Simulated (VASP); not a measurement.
Input of a VASP 6.6.1 run:

The input INCAR:

```
SYSTEM = BAs
PREC = Accurate
ENCUT = 520
EDIFF = 1E-6
ISMEAR = 0
SIGMA = 0.01
LREAL = .False.
LASPH = .True.
NELM = 100
ALGO = Normal
ISIF = 2
LWAVE = .False.
LCHARG = .False.
GGA = PE
NBANDS = 11
```

Contents of KPOINTS:

```
Automatic mesh
0
Gamma
  6 6 6
  0 0 0
```

Contents of POSCAR:

```
BAs
1.0
    0.0000000000      2.3799082694      2.3978472764
    2.3799082694      0.0000000000      2.3978472764
    2.3799082694      2.3799082694      0.0000000000
B As
1 1
Direct
    0.0000000000      0.0000000000      0.0000000000
    0.2500000000      0.2500000000      0.2500000000
```

Potentials or basis: VASP PAW PBE potentials, release 64 (B, As).

Launch:

```sh
$ cat potpaw_PBE.64/B/POTCAR potpaw_PBE.64/As/POTCAR > POTCAR
$ mpirun -np 1 vasp_std > vasp.out
```

Estimate the pressure.

3.9 GPa.

What does it give for the band gap on the k mesh?

1.21 eV (least direct gap 3.24 eV).

Stress tensor (GPa, compression positive):
```
4.47 0.00 0.00
0.00 4.47 0.00
0.00 0.00 2.91
```

Caveat: the cell differs from its parent crystal (epitaxial xy strain -0.5%); the cell stands under pressure. A k mesh can miss the band edges.
